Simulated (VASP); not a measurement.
## Ge: single point with PBE+D3(BJ)

Crystal: Ge.

```
Ge
1.0
     1.44931   -2.41421    0.00000
     1.44931    2.41421    0.00000
     0.00000    0.00000    5.30822
Ge
2
Cartesian
  1.4493 0.0000 1.3271
  1.4493 0.0000 3.9812
```

| Item | Value |
| --- | --- |
| Program | VASP 6.6.1 |
| Task | single point |
| Functional | PBE |
| Dispersion | D3(BJ) |
| Potentials or basis | VASP PAW PBE potentials, release 64 (Ge_d) |
| Cutoff | 520 eV |
| k mesh | 16 × 16 × 10 |
| Occupations | gaussian, width 0.1 eV |
| Spin | no spin polarisation |
| Dipole correction | no |
| Further INCAR settings | ALGO = Normal; EDIFF = 1e-06; NBANDS = 21 |

* Pressure: -0.1 GPa
* Band gap on the k mesh: zero (bands 14 and 15 overlap by 9.15 eV)
* Dispersion energy per atom: -0.358 eV

Levels at points of the mesh, in eV from the Fermi level:
```csv
k point,band 10,band 11,band 12,band 13,band 14,band 15,band 16,band 17,band 18,band 19
"(0.00, 0.00, 0.00)",-24.54,-13.32,-9.32,-6.04,6.89,8.07,8.71,10.36,11.12,11.76
"(0.50, 0.00, 0.00)",-24.47,-8.37,-5.75,-3.98,-2.52,-2.07,3.32,4.52,7.59,8.50
"(0.50, 0.50, 0.00)",-24.46,-7.89,-5.61,-3.44,-2.40,-1.71,3.50,3.55,6.55,7.54
"(0.00, 0.00, 0.50)",-24.58,-12.05,-12.05,-0.64,-0.64,9.26,9.26,9.90,9.90,14.84
"(0.50, 0.00, 0.50)",-24.56,-7.10,-7.10,-4.55,-4.55,3.69,3.69,5.70,5.70,7.90
"(0.50, 0.50, 0.50)",-24.56,-6.63,-6.63,-4.41,-4.41,4.09,4.09,4.68,4.68,8.10
```

It took 2.8 min on 1 thread of Intel(R) Xeon(R) Platinum 8375C CPU @ 2.90GHz (Ice Lake) (shared host), peak memory 0.38 GiB.
